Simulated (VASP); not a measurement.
# Al3GaAs4 (P1) in VASP: relaxation of cell and atoms with PBE

Aim: the relaxation of cell and atoms of Al3GaAs4 with PBE.

All numbers are computed with VASP 6.6.1; they aren't measurements. Logs are shortened: lines on timing, memory, paths and dates and some standing lists are left out, and cuts for length are marked.

## Step 1: The cell of the first run

The typed cell holds 8 atoms: a = 4.097 Å, b = 5.850 Å, c = 7.922 Å, α = 90.13°, β = 88.67°, γ = 88.37°.

## Step 2: Relaxation of cell and atoms, PBE

Input file INCAR:

```
SYSTEM = Al3GaAs4
PREC = Accurate ; ENCUT = 600
EDIFF = 1E-7 ; ISMEAR = 0
SIGMA = 0.1 ; LREAL = .FALSE.
LASPH = .TRUE. ; NELM = 100
ALGO = Normal ; ISIF = 3
LWAVE = .FALSE. ; LCHARG = .FALSE.
GGA = PE ; IBRION = 2
NSW = 80 ; EDIFFG = -0.025
```

Input file KPOINTS:

```
regular mesh
0
G
  4 2 2
  0 0 0
```

Input file POSCAR:

```
Al3GaAs4
1.0
   -4.0958533292     -0.0469365157     -0.0585646734
   -0.0827435711      0.0068276468     -5.8493595647
   -0.0938615845     -7.9209830793      0.0096638359
Al Ga As
3 1 4
Direct
   -0.0481599006      1.0317316090     -0.0049478125
    0.4851831887      0.4986619114      0.7608494873
    0.5000737024      0.4834308795      0.2745529243
   -0.0009105189      0.0062426291      0.5030889352
   -0.0173528189      0.2280744995      0.2328598730
    0.4744398436      0.6829753230     -0.0338279860
    0.0408173768      0.2971436679      0.7409539219
    0.5659091270      0.7717384807      0.5264706569
```

Potentials or basis: VASP PAW PBE potentials, release 64 (Al, Ga_d, As).

Launch:

```bash
cat potpaw_PBE.64/Al/POTCAR potpaw_PBE.64/Ga_d/POTCAR potpaw_PBE.64/As/POTCAR > POTCAR
mpirun -np 1 vasp_std > vasp.out
```

OUTCAR:

```text
SYSTEM = Al3GaAs4
   PREC = Accurate
   ENCUT = 600
   EDIFF = 1E-7
   ISMEAR = 0
   LREAL = .FALSE.
   LASPH = .TRUE.
   NELM = 100
   ISIF = 3
   GGA = PE
   IBRION = 2
   NSW = 80
   EDIFFG = -0.025

 ion  position               nearest neighbor table
   1  0.952  0.032  0.995-   5 2.21   7 2.57   6 2.88   6 2.92
   2  0.485  0.499  0.761-   6 1.95   7 2.21   8 2.47   7 2.53
   3  0.500  0.483  0.275-   5 2.46   8 2.63   5 2.65   6 2.71
   4  0.999  0.006  0.503-   8 2.28   5 2.51   7 2.55   8 2.67
   5  0.983  0.228  0.233-   1 2.21   3 2.46   4 2.51   3 2.65
   6  0.474  0.683  0.966-   2 1.95   3 2.71   1 2.88   1 2.92
   7  0.041  0.297  0.741-   2 2.21   2 2.53   4 2.55   1 2.57
   8  0.566  0.772  0.526-   4 2.28   2 2.47   3 2.63   4 2.67

  LATTYP: Found a triclinic cell.
 ALAT       =     9.0024355050
 B/A-ratio  =     1.0950274128
 C/A-ratio  =     0.4550480699
 COS(alpha) =     0.0018450619
 COS(beta)  =     0.4755384259
 COS(gamma) =     0.7090885585

  Lattice vectors:

 A1 = (  -4.1897149137,  -7.9679195950,  -0.0489008375)
 A2 = (  -0.0111180134,  -7.9278107261,   5.8590234006)
 A3 = (  -4.0958533292,  -0.0469365157,  -0.0585646734)

Analysis of symmetry for initial positions (statically):
=====================================================================
 Subroutine PRICEL returns:
 Original cell was already a primitive cell.

 Routine SETGRP: Setting up the symmetry group for a
 triclinic supercell.

 Subroutine GETGRP returns: Found  1 space group operations
 (whereof  1 operations were pure point group operations)
 out of a pool of  2 trial point group operations.

The static configuration has the point symmetry C_1 .

Analysis of symmetry for dynamics (positions and initial velocities):
=====================================================================
 Subroutine PRICEL returns:
 Original cell was already a primitive cell.

 Routine SETGRP: Setting up the symmetry group for a
 triclinic supercell.

 Subroutine GETGRP returns: Found  1 space group operations
 (whereof  1 operations were pure point group operations)
 out of a pool of  2 trial point group operations.

The dynamic configuration has the point symmetry C_1 .

 Subroutine INISYM returns: Found  1 space group operations
 (whereof  1 operations are pure point group operations),
 and found     1 'primitive' translations

----------------------------------------------------------------------------------------

                                     Primitive cell

  volume of cell :     189.7074

  direct lattice vectors                    reciprocal lattice vectors
    -4.095853329 -0.046936516 -0.058564673    -0.244232028  0.002898305  0.003458228
    -0.082743571  0.006827647 -5.849359565     0.002447683 -0.000237622 -0.170993789
    -0.093861584 -7.920983079  0.009663836     0.001449329 -0.126264335 -0.000167884

  length of vectors
     4.096540901  5.849948755  7.921545072     0.244273705  0.171011471  0.126272764

  position of ions in fractional coordinates (direct lattice)
     0.951840099  0.031731609  0.995052188
     0.485183189  0.498661911  0.760849487
     0.500073702  0.483430879  0.274552924
     0.999089481  0.006242629  0.503088935
     0.982647181  0.228074500  0.232859873
     0.474439844  0.682975323  0.966172014
     0.040817377  0.297143668  0.740953922
     0.565909127  0.771738481  0.526470657

  ion indices of the primitive-cell ions
   primitive index   ion index
                 1           1
                 2           2
                 3           3
                 4           4
                 5           5
                 6           6
                 7           7
                 8           8

----------------------------------------------------------------------------------------

 KPOINTS: regular mesh

Automatic generation of k-mesh.
 Grid dimensions read from file:
 generate k-points for:    4    2    2

 Generating k-lattice:

  Cartesian coordinates                     Fractional coordinates (reciprocal lattice)
    -0.061058007  0.000724576  0.000864557     0.250000000  0.000000000 -0.000000000
     0.001223841 -0.000118811 -0.085496894     0.000000000  0.500000000  0.000000000
     0.000724665 -0.063132167 -0.000083942     0.000000000  0.000000000  0.500000000

  Length of vectors
     0.061068426  0.085505736  0.063136382

  Shift w.r.t. Gamma in fractional coordinates (k-lattice)
     0.000000000  0.000000000  0.000000000

 Subroutine IBZKPT returns following result:
 ===========================================

 Found     12 irreducible k-points:

 Following reciprocal coordinates:
            Coordinates               Weight
  0.000000  0.000000  0.000000      1.000000
  0.250000  0.000000 -0.000000      2.000000
  0.500000  0.000000 -0.000000      1.000000
  0.000000  0.500000  0.000000      1.000000
  0.250000  0.500000 -0.000000      2.000000
  0.500000  0.500000  0.000000      1.000000
 -0.000000  0.000000  0.500000      1.000000
  0.250000 -0.000000  0.500000      2.000000
  0.500000  0.000000  0.500000      1.000000
  0.000000  0.500000  0.500000      1.000000
  0.250000  0.500000  0.500000      2.000000
  0.500000  0.500000  0.500000      1.000000
   k-points           NKPTS =     12   k-points in BZ     NKDIM =     12   number of bands    NBANDS=     26
   number of dos      NEDOS =    301   number of ions     NIONS =      8
   total plane-waves  NPLWV = 110592
   dimension x,y,z NGX =    36 NGY =   48 NGZ =   64
   dimension x,y,z NGXF=    72 NGYF=   96 NGZF=  128
   ions per type =               3   1   4
   NGX,Y,Z   is equivalent  to a cutoff of  14.61, 13.64, 13.43 a.u.
   NGXF,Y,Z  is equivalent  to a cutoff of  29.22, 27.28, 26.86 a.u.
 SYSTEM =  Al3GaAs4
   PREC   = accura    normal or accurate (medium, high low for compatibility)
   ISTART =      0    job   : 0-new  1-cont  2-samecut
   ICHARG =      2    charge: 1-file 2-atom 10-const
   ISPIN  =      1    spin polarized calculation?
   LNONCOLLINEAR =      F non collinear calculations
   LSORBIT =      F    spin-orbit coupling
   LASPH  =      T    aspherical Exc in radial PAW
   ENCUT  =  600.0 eV  44.10 Ry    6.64 a.u.   8.18 11.68 15.82*2*pi/ulx,y,z
   NELM   =    100;   NELMIN=  2; NELMDL= -5     # of ELM steps
   EDIFF  = 0.1E-06   stopping-criterion for ELM
   LREAL  =      F    real-space projection
   EDIFFG = -.3E-01   stopping-criterion for IOM
   NSW    =     80    number of steps for IOM
   IBRION =      2    ionic relax: 0-MD 1-quasi-New 2-CG
   NFREE  =      1    steps in history (QN), initial steepest desc. (CG)
   ISIF   =      3    stress and relaxation
   ISYM   =      2    0-nonsym 1-usesym 2-fastsym
   POTIM  = 0.5000    time-step for ionic-motion
   TEBEG  =    0.0;   TEEND  =   0.0 temperature during run
   PSTRESS=    0.0 pullay stress
   NELECT =      42.0000    total number of electrons
   NUPDOWN=      -1.0000    fix difference up-down
   EMIN   =  10.00;   EMAX   =-10.00  energy-range for DOS
   EFERMI =   0.00;   METHOD = LEGACY
   ISMEAR =     0;   SIGMA  =   0.10  broadening in eV -4-tet -1-fermi 0-gaus
   EFERMI_NEDOS =   21; number of points for ismear=-14 and -15
   IALGO  =     38    algorithm
   IMIX   =      4    mixing-type and parameters
     AMIX     =   0.40;   BMIX     =  1.00
     AMIX_MAG =   1.60;   BMIX_MAG =  1.00
  volume/ion in A,a.u.               =      23.71       160.03
  Fermi-wavevector in a.u.,A,eV,Ry     =   0.990368  1.871524 13.344982  0.980828
  Thomas-Fermi vector in A             =   2.122033
   LORBIT       =      0    0 simple, 1 ext, 2 COOP (PROOUT), +10 PAW based schemes
   GGA     = PE    functional components
   LHFCALC =     F    Hartree Fock is set to
   AEXX    =    0.0000 exact exchange contribution
   IVDW    =     0    specifies the selected vdW correction
   LEPSILON=     F    determine dielectric tensor
   LRPA    =     F    only Hartree local field effects (RPA)
 conjugate gradient relaxation of ions
 non-spin polarized calculation
 Gauss-broadening in eV      SIGMA  =   0.10
  energy-cutoff  :      600.00
  volume of cell :      189.71
 maximum number of plane-waves:      6352
 NGX is ok and might be reduce to    36
   NGX = 17   NGY = 23   NGZ = 31

--------------------------------------- Ionic step        1  -------------------------------------------

 number of electron      42.0000007 magnetization

 Free energy of the ion-electron system (eV)
  ---------------------------------------------------
  ext. energy  EPLUGINS =         0.00000000
  ---------------------------------------------------
  free energy    TOTEN  =       -31.90913044 eV

  energy without entropy =      -31.90379856  energy(sigma->0) =      -31.90646450

------------------------ aborting loop because EDIFF is reached ----------------------------------------

  FORCE on cell =-STRESS in cart. coord.  units (eV):
  Direction    XX          YY          ZZ          XY          YZ          ZX
  --------------------------------------------------------------------------------------
  -------------------------------------------------------------------------------------
  Total        2.2882091     14.6458707      3.6259729     -0.9970868      9.6335349      2.4110820
  in kB       19.3251165    123.6919990     30.6232277     -8.4209167     81.3602149     20.3628425
  external PRESSURE =      57.8801144 kB  Pullay stress =       0.0000000 kB
[... 107 lines left out ...]
  FREE ENERGIE OF THE ION-ELECTRON SYSTEM (eV)
  ---------------------------------------------------
  free  energy   TOTEN  =       -34.9034999829 eV

  energy  without entropy=      -34.9011486478  energy(sigma->0) =      -34.90232432

[... ionic steps 4 to 21 ...]

--------------------------------------- Ionic step       22  -------------------------------------------

 number of electron      42.0000011 magnetization

------------------------ aborting loop because EDIFF is reached ----------------------------------------

  FORCE on cell =-STRESS in cart. coord.  units (eV):
  Direction    XX          YY          ZZ          XY          YZ          ZX
  --------------------------------------------------------------------------------------
  -------------------------------------------------------------------------------------
  Total       -0.0034210     -0.0517069     -0.0247337      0.0085948      0.0079789      0.0558631
  in kB       -0.0290094     -0.4384672     -0.2097385      0.0728824      0.0676599      0.4737112
  external PRESSURE =      -0.2257384 kB  Pullay stress =       0.0000000 kB
[... 69 lines left out ...]
  energy  without entropy=      -36.2348948943  energy(sigma->0) =      -36.23489489

--------------------------------------- Ionic step       24  -------------------------------------------

 number of electron      42.0000012 magnetization

 Free energy of the ion-electron system (eV)
  ---------------------------------------------------
  ext. energy  EPLUGINS =         0.00000000
  ---------------------------------------------------
  free energy    TOTEN  =       -36.23512507 eV

  energy without entropy =      -36.23512507  energy(sigma->0) =      -36.23512507

 E-fermi :   4.0699     XC(G=0):  -9.0059

 val. band max:        3.5985183119   @ k =   0.0000   0.0000   0.0000
 cond. band min:       4.8336098981   @ k =   0.0000   0.0000   0.0000
 fundamental gap:      1.2350915862
 Fermi energy:         4.0698813939

 k-point     1 :       0.0000    0.0000    0.0000
  band No.  band energies     occupation
      1     -10.9303      2.00000
      2     -10.9155      2.00000
      3     -10.8898      2.00000
      4     -10.8534      2.00000
      5     -10.8354      2.00000
      6      -8.2829      2.00000
[... 372 lines left out ...]
  FREE ENERGIE OF THE ION-ELECTRON SYSTEM (eV)
  ---------------------------------------------------
  free  energy   TOTEN  =       -36.2351250699 eV

  energy  without entropy=      -36.2351250699  energy(sigma->0) =      -36.23512507

 reached required accuracy - stopping structural energy minimisation
```

Wall time 12 min (1 thread of AMD EPYC 9R45 (Zen 5), shared host); peak memory 0.35 GiB.

What came out:

| Property | Result |
| --- | --- |
| Free energy | -36.2351 eV |
| Relaxed volume | 23.61 Å³/atom |
| Relaxed cell | a = 4.081 Å, b = 5.667 Å, c = 8.165 Å, α = 89.98°, β = 90.00°, γ = 89.99° |
| Space group after relaxing (to 0.05 Å) | Pmm2 (No. 25) |
| Energy gained by relaxing | 540.7 meV/atom |
| Ionic steps | 24 |
| Pressure after relaxing | 0.0 GPa |
| Largest force after relaxing | 0.020 eV/Å |
| Band gap on the k mesh | 1.24 eV, direct |

Forces on the atoms (eV/Å):
```
Al   0.004 -0.009  0.006
Al   0.002 -0.008  0.008
Al  -0.001  0.001 -0.004
Ga   0.018  0.007  0.003
As   0.000  0.004  0.010
As  -0.004  0.006 -0.002
As  -0.003  0.006 -0.012
As  -0.016 -0.007 -0.008
```

Step by step:
```csv
step,energy change (eV),largest force (eV/Å),pressure (GPa),volume (Å³)
1,0.0000,11.9392,5.79,189.71
2,-2.2325,2.2095,-2.89,213.19
3,-2.9944,2.0090,-2.79,201.49
4,-3.8446,1.3920,-0.90,192.14
5,-4.0095,1.3029,1.13,186.23
6,-4.1972,0.5619,0.09,188.49
7,-4.2002,0.6067,-0.01,188.82
8,-4.2565,0.3771,-0.21,189.24
9,-4.2635,0.3229,-0.26,189.44
10,-4.2874,0.2523,0.11,188.40
11,-4.2917,0.2225,0.35,187.75
12,-4.3037,0.1471,-0.09,189.05
13,-4.3053,0.1690,-0.30,189.72
14,-4.3157,0.1467,-0.06,189.02
15,-4.3180,0.1646,0.12,188.52
16,-4.3232,0.0810,0.02,188.83
17,-4.3232,0.0794,0.02,188.82
18,-4.3245,0.0624,-0.06,189.04
19,-4.3245,0.0615,-0.06,189.03
20,-4.3252,0.0345,0.04,188.75
21,-4.3252,0.0423,0.08,188.65
22,-4.3257,0.0303,-0.02,188.94
23,-4.3258,0.0272,-0.07,189.05
24,-4.3260,0.0197,0.01,188.85
```

Final structure:
```
Al Ga As
1.0
    -4.08141   -0.00025    0.00100
    -0.00202   -0.00426   -5.66672
     0.00067   -8.16518    0.00278
Al Ga As
3 1 4
Direct
  0.00004 0.00008 0.00008
  0.49984 0.50021 0.75007
  0.49983 0.49986 0.24962
  0.00058 0.99988 0.50024
  0.99990 0.25123 0.24951
  0.49995 0.75011 0.99996
  0.99984 0.25105 0.75079
  0.50001 0.74758 0.49972
```

Caveat: the k points lie up to 0.55 Å⁻¹ apart in the final cell. A k mesh can miss the band edges.
